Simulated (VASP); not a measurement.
Wanted: the native input for a VASP 6.6.1 run.

```
Task                   : single point
Functional             : PBE
Dispersion             : D3(BJ)
Potentials or basis    : VASP PAW PBE potentials, release 64 (P)
Cutoff                 : 520 eV
k mesh                 : 6 × 6 × 1
Occupations            : gaussian, width 0.1 eV
Spin                   : no spin polarisation
Dipole correction      : yes
Further INCAR settings : ALGO = Normal; EDIFF = 1e-06; NBANDS = 30
```

The structure of P lies in POSCAR:

```
P
1.0
    6.5157564442     -0.0000005009      0.0000000000
   -1.6289388942      2.8214054280      0.0000000000
    0.0000000000      0.0000000000     34.6790344000
P
8
Direct
    0.3333333333      0.3333333333      0.2403630790
    0.8333333333      0.3333333333      0.2403630790
    0.1666666667      0.6666666667      0.2045332023
    0.6666666667      0.6666666667      0.2045332023
    0.1666666667      0.6666666667      0.3721841241
    0.6666666667      0.6666666667      0.3721841241
    0.5000000000      0.0000000000      0.3363542474
    0.0000000000      0.0000000000      0.3363542474
```

The input as run:

INCAR

```
SYSTEM = P
PREC = Accurate ; ENCUT = 520
EDIFF = 1E-6 ; ISMEAR = 0
SIGMA = 0.1 ; LREAL = .FALSE.
LASPH = .TRUE. ; NELM = 60
ALGO = Normal ; ISIF = 2
LWAVE = .FALSE. ; LCHARG = .TRUE.
LDIPOL = .TRUE. ; IDIPOL = 3
DIPOL = 0.5 0.5 0.288 ; GGA = PE
IVDW = 12 ; LELF = .TRUE.
LVHAR = .TRUE. ; LVACPOTAV = .TRUE.
NBANDS = 30
```

KPOINTS

```
Automatic mesh
0
G
  6 6 1
  0 0 0
```

Potentials or basis: VASP PAW PBE potentials, release 64 (P).

Command:

```bash
$ cat potpaw_PBE.64/P/POTCAR > POTCAR
$ mpirun -np 1 vasp_std > vasp.out
```

It gave:

* Largest force: 0.101 eV/Å
* Band gap on the k mesh: 1.25 eV
* Dispersion energy per atom: -0.265 eV

Run time: 9.2 min on 1 thread of Oxide Virtual Turin-like Processor, on a shared host, peak memory 0.67 GiB.
